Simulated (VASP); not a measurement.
# Mg (Pm-3m) in VASP: further runs

The runs below take Mg through single point, with RPBE.

All numbers are computed with VASP 6.6.1; they aren't measurements. Logs are shortened: lines on timing, memory, paths and dates and some standing lists are left out, and cuts for length are marked.

## Step 1: The cell of the first run

It takes space group Pm-3m (No. 221, cubic). The conventional cell has a = 3.054 Å, b = 3.054 Å, c = 3.054 Å, α = 90.00°, β = 90.00°, γ = 90.00°. Within 4.0 Å of Mg (site symmetry m-3m) lie 6 Mg at 3.05 Å.

## Step 2: Single point, RPBE

INCAR reads:

```
SYSTEM = Mg
PREC     = Accurate       ! precision mode
ENCUT    = 520            ! plane-wave cutoff, eV
EDIFF    = 1E-7           ! SCF threshold, eV
ISMEAR   = -1             ! smearing method
SIGMA    = 0.1            ! smearing width, eV
LREAL    = .False.        ! projectors in reciprocal space
LASPH    = .True.         ! aspherical terms in the spheres
NELM     = 80             ! most SCF steps
ALGO     = Normal         ! electronic algorithm
ISIF     = 2              ! what is computed and relaxed
LWAVE    = .False.        ! write WAVECAR
LCHARG   = .False.        ! write CHGCAR
GGA      = RP             ! functional
NBANDS   = 7              ! bands
```

KPOINTS reads:

```
regular mesh
0
Gamma
  11 11 11
  0 0 0
```

POSCAR reads:

```
Mg
1.0
    3.0543575930      0.0000000000      0.0000000000
    0.0000000000      3.0543575930      0.0000000000
    0.0000000000      0.0000000000      3.0543575930
Mg
1
Direct
    0.0000000000      0.0000000000      0.0000000000
```

Potentials or basis: VASP PAW PBE potentials, release 64 (Mg).

Run with:

```
cat potpaw_PBE.64/Mg/POTCAR > POTCAR
mpirun -np 1 vasp_std > vasp.out
```

OUTCAR:

```text
SYSTEM = Mg
   PREC = Accurate
   ENCUT = 520
   EDIFF = 1E-7
   ISMEAR = -1
   LREAL = .False.
   LASPH = .True.
   NELM = 80
   ISIF = 2
   GGA = RP

 ion  position               nearest neighbor table
   1  0.000  0.000  0.000-

  LATTYP: Found a simple cubic cell.
 ALAT       =     3.0543575930

  Lattice vectors:

 A1 = (   3.0543575930,   0.0000000000,   0.0000000000)
 A2 = (   0.0000000000,   3.0543575930,   0.0000000000)
 A3 = (   0.0000000000,   0.0000000000,   3.0543575930)

Analysis of symmetry for initial positions (statically):
=====================================================================
 Subroutine PRICEL returns:
 Original cell was already a primitive cell.

 Routine SETGRP: Setting up the symmetry group for a
 simple cubic supercell.

 Subroutine GETGRP returns: Found 48 space group operations
 (whereof 48 operations were pure point group operations)
 out of a pool of 48 trial point group operations.

The static configuration has the point symmetry O_h .

Analysis of symmetry for dynamics (positions and initial velocities):
=====================================================================
 Subroutine PRICEL returns:
 Original cell was already a primitive cell.

 Routine SETGRP: Setting up the symmetry group for a
 simple cubic supercell.

 Subroutine GETGRP returns: Found 48 space group operations
 (whereof 48 operations were pure point group operations)
 out of a pool of 48 trial point group operations.

The dynamic configuration has the point symmetry O_h .

 Subroutine INISYM returns: Found 48 space group operations
 (whereof 48 operations are pure point group operations),
 and found     1 'primitive' translations

----------------------------------------------------------------------------------------

                                     Primitive cell

  volume of cell :      28.4944

  direct lattice vectors                    reciprocal lattice vectors
     3.054357593  0.000000000  0.000000000     0.327401088  0.000000000  0.000000000
     0.000000000  3.054357593  0.000000000     0.000000000  0.327401088  0.000000000
     0.000000000  0.000000000  3.054357593     0.000000000  0.000000000  0.327401088

  length of vectors
     3.054357593  3.054357593  3.054357593     0.327401088  0.327401088  0.327401088

  position of ions in fractional coordinates (direct lattice)
     0.000000000  0.000000000  0.000000000

  ion indices of the primitive-cell ions
   primitive index   ion index
                 1           1

----------------------------------------------------------------------------------------

 KPOINTS: regular mesh

Automatic generation of k-mesh.
 Grid dimensions read from file:
 generate k-points for:   11   11   11

 Generating k-lattice:

  Cartesian coordinates                     Fractional coordinates (reciprocal lattice)
     0.029763735  0.000000000  0.000000000     0.090909091  0.000000000  0.000000000
     0.000000000  0.029763735  0.000000000     0.000000000  0.090909091  0.000000000
     0.000000000  0.000000000  0.029763735     0.000000000  0.000000000  0.090909091

  Length of vectors
     0.029763735  0.029763735  0.029763735

  Shift w.r.t. Gamma in fractional coordinates (k-lattice)
     0.000000000  0.000000000  0.000000000

 Subroutine IBZKPT returns following result:
 ===========================================

 Found     56 irreducible k-points:

 Following reciprocal coordinates:
            Coordinates               Weight
  0.000000  0.000000  0.000000      1.000000
  0.090909  0.000000  0.000000      6.000000
  0.181818  0.000000  0.000000      6.000000
  0.272727  0.000000  0.000000      6.000000
  0.363636  0.000000  0.000000      6.000000
  0.454545  0.000000  0.000000      6.000000
[... 16 lines left out ...]
  0.181818  0.090909  0.090909     24.000000
  0.272727  0.090909  0.090909     24.000000
 [... further k-points ...]
   k-points           NKPTS =     56   k-points in BZ     NKDIM =     56   number of bands    NBANDS=      7
   number of dos      NEDOS =    301   number of ions     NIONS =      1
   total plane-waves  NPLWV =  13824
   dimension x,y,z NGX =    24 NGY =   24 NGZ =   24
   dimension x,y,z NGXF=    48 NGYF=   48 NGZF=   48
   ions per type =               1
   NGX,Y,Z   is equivalent  to a cutoff of  13.06, 13.06, 13.06 a.u.
   NGXF,Y,Z  is equivalent  to a cutoff of  26.13, 26.13, 26.13 a.u.
 SYSTEM =  Mg
   PREC   = accura    normal or accurate (medium, high low for compatibility)
   ISTART =      0    job   : 0-new  1-cont  2-samecut
   ICHARG =      2    charge: 1-file 2-atom 10-const
   ISPIN  =      1    spin polarized calculation?
   LNONCOLLINEAR =      F non collinear calculations
   LSORBIT =      F    spin-orbit coupling
   LASPH  =      T    aspherical Exc in radial PAW
   ENCUT  =  520.0 eV  38.22 Ry    6.18 a.u.   5.68  5.68  5.68*2*pi/ulx,y,z
   NELM   =     80;   NELMIN=  2; NELMDL= -5     # of ELM steps
   EDIFF  = 0.1E-06   stopping-criterion for ELM
   LREAL  =      F    real-space projection
   EDIFFG = 0.1E-05   stopping-criterion for IOM
   NSW    =      0    number of steps for IOM
   IBRION =     -1    ionic relax: 0-MD 1-quasi-New 2-CG
   NFREE  =      0    steps in history (QN), initial steepest desc. (CG)
   ISIF   =      2    stress and relaxation
   ISYM   =      2    0-nonsym 1-usesym 2-fastsym
   POTIM  = 0.5000    time-step for ionic-motion
   TEBEG  =    0.0;   TEEND  =   0.0 temperature during run
   PSTRESS=    0.0 pullay stress
   NELECT =       2.0000    total number of electrons
   NUPDOWN=      -1.0000    fix difference up-down
   EMIN   =  10.00;   EMAX   =-10.00  energy-range for DOS
   EFERMI =   0.00;   METHOD = LEGACY
   ISMEAR =    -1;   SIGMA  =   0.10  broadening in eV -4-tet -1-fermi 0-gaus
   EFERMI_NEDOS =   21; number of points for ismear=-14 and -15
   IALGO  =     38    algorithm
   IMIX   =      4    mixing-type and parameters
     AMIX     =   0.40;   BMIX     =  1.00
     AMIX_MAG =   1.60;   BMIX_MAG =  1.00
  volume/ion in A,a.u.               =      28.49       192.29
  Fermi-wavevector in a.u.,A,eV,Ry     =   0.675302  1.276136  6.204710  0.456033
  Thomas-Fermi vector in A             =   1.752278
   LORBIT       =      0    0 simple, 1 ext, 2 COOP (PROOUT), +10 PAW based schemes
   GGA     = RP    functional components
   LHFCALC =     F    Hartree Fock is set to
   AEXX    =    0.0000 exact exchange contribution
   IVDW    =     0    specifies the selected vdW correction
   LEPSILON=     F    determine dielectric tensor
   LRPA    =     F    only Hartree local field effects (RPA)
 non-spin polarized calculation
  energy-cutoff  :      520.00
  volume of cell :       28.49
 maximum number of plane-waves:       784
 NGX is ok and might be reduce to    24
   NGX = 11   NGY = 11   NGZ = 11

 number of electron       2.0000000 magnetization

 Free energy of the ion-electron system (eV)
  ---------------------------------------------------
  ext. energy  EPLUGINS =         0.00000000
  ---------------------------------------------------
  free energy    TOTEN  =        -0.97551017 eV

  energy without entropy =       -0.96229300  energy(sigma->0) =       -0.96890159

 E-fermi :   1.6093     XC(G=0):  -7.7293

 val. band max:        1.5676381759   @ k =   0.4545   0.2727   0.0909
 cond. band min:       1.7946945105   @ k =   0.3636   0.3636   0.3636
 fundamental gap:      0.2270563346
 Fermi energy:         1.6093315053

 k-point     1 :       0.0000    0.0000    0.0000
  band No.  band energies     occupation
      1      -4.4033      2.00000
      2       9.6251      0.00000
      3       9.6251      0.00000
      4      10.9189      0.00000
      5      10.9189      0.00000
      6      10.9189      0.00000
      7      15.2190      0.00000

 k-point     2 :       0.0909    0.0000    0.0000
  band No.  band energies     occupation
      1      -4.2703      2.00000
      2       7.9793      0.00000
      3       9.7426      0.00000
      4      11.0315      0.00000
      5      11.0315      0.00000
      6      12.1949      0.00000
      7      15.9005      0.00000

 k-point     3 :       0.1818    0.0000    0.0000
  band No.  band energies     occupation
      1      -3.8726      2.00000
      2       5.8323      0.00000
      3      10.0888      0.00000
      4      11.3694      0.00000
      5      11.3694      0.00000
      6      13.3150      0.00000
      7      17.8211      0.00000

 k-point     4 :       0.2727    0.0000    0.0000
  band No.  band energies     occupation
      1      -3.2135      2.00000
      2       3.7944      0.00000
      3      10.6395      0.00000
      4      11.9334      0.00000
      5      11.9334      0.00000
      6      14.1959      0.00000
      7      18.1805      0.00000

 k-point     5 :       0.3636    0.0000    0.0000
  band No.  band energies     occupation
      1      -2.2993      2.00000
      2       1.9428      0.06882
      3      11.3214      0.00000
      4      12.7239      0.00000
      5      12.7239      0.00000
      6      15.0784      0.00000
      7      16.4843      0.00000
[... 161 lines left out ...]
 k-point    22 :       0.0909    0.0909    0.0909
  band No.  band energies     occupation
      1      -4.0048      2.00000
      2       7.8831      0.00000
      3       7.8831      0.00000
      4       9.8892      0.00000
      5      13.3664      0.00000
      6      13.3664      0.00000
      7      16.7547      0.00000

 k-point    23 :       0.1818    0.0909    0.0909
  band No.  band energies     occupation
      1      -3.6079      2.00000
      2       6.0162      0.00000
      3       8.2352      0.00000
      4       9.9187      0.00000
      5      13.6695      0.00000
      6      14.9521      0.00000
      7      18.0391      0.00000

 k-point    24 :       0.2727    0.0909    0.0909
  band No.  band energies     occupation
      1      -2.9500      2.00000
      2       4.0265      0.00000
      3       8.8120      0.00000
      4      10.4533      0.00000
      5      14.0695      0.00000
      6      15.7287      0.00000
      7      16.2636      0.00000

 [... further k-points ...]
[... 5 lines left out ...]
  --------------------------------------------------------------------------------------
  -------------------------------------------------------------------------------------
  Total       -0.0168792     -0.0168792     -0.0168792      0.0000000     -0.0000000      0.0000000
  in kB       -0.9490790     -0.9490790     -0.9490790      0.0000000     -0.0000000      0.0000000
  external PRESSURE =      -0.9490790 kB  Pullay stress =       0.0000000 kB

 VOLUME and BASIS-vectors are now :
 -----------------------------------------------------------------------------
  energy-cutoff  :      520.00
  volume of cell :       28.49
      direct lattice vectors                 reciprocal lattice vectors
     3.054357593  0.000000000  0.000000000     0.327401088  0.000000000  0.000000000
     0.000000000  3.054357593  0.000000000     0.000000000  0.327401088  0.000000000
     0.000000000  0.000000000  3.054357593     0.000000000  0.000000000  0.327401088

 POSITION                                       TOTAL-FORCE (eV/Angst)
 -----------------------------------------------------------------------------------
      0.00000      0.00000      0.00000         0.000000      0.000000      0.000000
 -----------------------------------------------------------------------------------
    total drift:                               -0.000000      0.000000      0.000000

  FREE ENERGIE OF THE ION-ELECTRON SYSTEM (eV)
  ---------------------------------------------------
  free  energy   TOTEN  =        -0.9755101733 eV

  energy  without entropy=       -0.9622929993  energy(sigma->0) =       -0.96890159
```

Run time: 14 s. Hardware: 1 thread of Intel Xeon 6975P-C, shared host; peak memory 0.14 GiB.

Results:

| Property | Result |
| --- | --- |
| Free energy | -0.9755 eV |
| Pressure | -0.1 GPa |
| Band gap on the k mesh | zero (band 1 reaches 4.96 eV, above the bottom of band 2 at 0.32 eV) |

Caveat: the PAW data sets were made with another functional, which shifts forces and pressure a little.

## Step 3: Single point, RPBE (volume scaled by 0.88)

INCAR reads:

```
PREC = Accurate ; ENCUT = 520
EDIFF = 1E-6 ; ISMEAR = -1
SIGMA = 0.1 ; LREAL = F
LASPH = T ; NELM = 60
ALGO = Normal ; ISIF = 2
LWAVE = F ; LCHARG = T
GGA = RP ; LELF = T
LVHAR = T ; NBANDS = 7
```

KPOINTS reads:

```
regular mesh
0
Gamma
  12 12 12
```

POSCAR reads:

```
Mg
1.0
    2.9269419244      0.0000000000      0.0000000000
    0.0000000000      2.9269419244      0.0000000000
    0.0000000000      0.0000000000      2.9269419244
Mg
1
Direct
    0.0000000000      0.0000000000      0.0000000000
```

Potentials or basis: VASP PAW PBE potentials, release 64 (Mg).

Run with:

```
cat potpaw_PBE.64/Mg/POTCAR > POTCAR
mpirun -np 1 vasp_std > vasp.out
```

It took 14 s on 1 thread of Intel Xeon 6975P-C, shared host; peak memory 0.14 GiB.

The run converged. Its results:

| Quantity | Value |
| --- | --- |
| Free energy | -0.9360 eV |
| Pressure | 3.5 GPa |
| Band gap on the k mesh | zero (band 1 reaches 7.18 eV, above the bottom of band 2 at 0.09 eV) |

Levels at points of the mesh, in eV from the Fermi level:
```tsv
k point	band 1	band 2	band 3	band 4	band 5	band 6
(0.00, 0.00, 0.00)	-6.49	8.49	8.49	10.24	10.24	10.24
(0.50, 0.00, 0.00)	-2.28	-2.10	11.11	13.76	13.76	14.01
(0.50, 0.50, 0.00)	1.46	1.46	2.54	2.64	16.43	16.43
(0.50, 0.50, 0.50)	5.00	5.00	5.00	5.87	5.87	5.87
```

Caveat: the PAW data sets were made with another functional, which shifts forces and pressure a little.
